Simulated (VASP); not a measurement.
Set up this calculation in VASP 6.6.1, as the native input.

- Task: single point
- Functional: r2SCAN
- Potentials or basis: VASP PAW PBE potentials, release 64 (B, N)
- Cutoff: 520 eV
- k mesh: 12 × 12 × 12
- Occupations: gaussian, width 0.01 eV
- Spin: no spin polarisation
- Dipole correction: no
- Further INCAR settings: ALGO = Normal; EDIFF = 1e-06; NBANDS = 11

BN (Qingsongite):

```
B N
1.0
     0.00000    1.80482    1.80482
     1.80482    0.00000    1.80482
     1.80482    1.80482    0.00000
B N
1 1
Direct
  0.00000 0.00000 0.00000
  0.25000 0.25000 0.25000
```

One way to write it, as run:

POSCAR

```
BN
1.0
    0.0000000000      1.8048245542      1.8048245542
    1.8048245542      0.0000000000      1.8048245542
    1.8048245542      1.8048245542      0.0000000000
B N
1 1
Direct
    0.0000000000      0.0000000000      0.0000000000
    0.2500000000      0.2500000000      0.2500000000
```

INCAR.step1

```
SYSTEM = BN
PREC     = Accurate       ! precision mode
ENCUT    = 520            ! plane-wave cutoff, eV
ISMEAR   = 0              ! smearing method
SIGMA    = 0.01           ! smearing width, eV
LREAL    = .False.        ! projectors in reciprocal space
LASPH    = .True.         ! aspherical terms in the spheres
NELM     = 80             ! most SCF steps
NBANDS   = 11             ! bands
GGA      = PE             ! functional
ALGO     = Normal         ! electronic algorithm
EDIFF    = 1E-4           ! SCF threshold, eV
LWAVE    = .True.         ! write WAVECAR
LCHARG   = .False.        ! write CHGCAR
```

INCAR.step2

```
SYSTEM = BN
PREC     = Accurate       ! precision mode
ENCUT    = 520            ! plane-wave cutoff, eV
EDIFF    = 1E-6           ! SCF threshold, eV
ISMEAR   = 0              ! smearing method
SIGMA    = 0.01           ! smearing width, eV
LREAL    = .False.        ! projectors in reciprocal space
LASPH    = .True.         ! aspherical terms in the spheres
NELM     = 80             ! most SCF steps
ALGO     = Normal         ! electronic algorithm
ISIF     = 2              ! what is computed and relaxed
LWAVE    = .False.        ! write WAVECAR
LCHARG   = .True.         ! write CHGCAR
METAGGA  = R2SCAN         ! meta-GGA
LMIXTAU  = .True.       
LELF     = .True.         ! ELF
LVHAR    = .True.       
NBANDS   = 11             ! bands
ISTART   = 1
```

KPOINTS

```
Automatic mesh
0
Gamma
  12 12 12
  0 0 0
```

Potentials or basis: VASP PAW PBE potentials, release 64 (B, N).

Command:

```sh
$ cat potpaw_PBE.64/B/POTCAR potpaw_PBE.64/N/POTCAR > POTCAR
$ cp INCAR.step1 INCAR
$ mpirun -np 1 vasp_std > vasp.out
$ cp INCAR.step2 INCAR
$ mpirun -np 1 vasp_std > vasp.out
```

Results of the run:

The pressure is 1.1 GPa and the band gap on the k mesh is 4.98 eV, indirect (least direct gap 9.55 eV).

Caveat: the PAW data sets were made with another functional, which shifts forces and pressure a little.

Wall time 35 s on 1 thread of Intel Xeon 8259CL, on a shared host, peak memory 0.12 GiB.
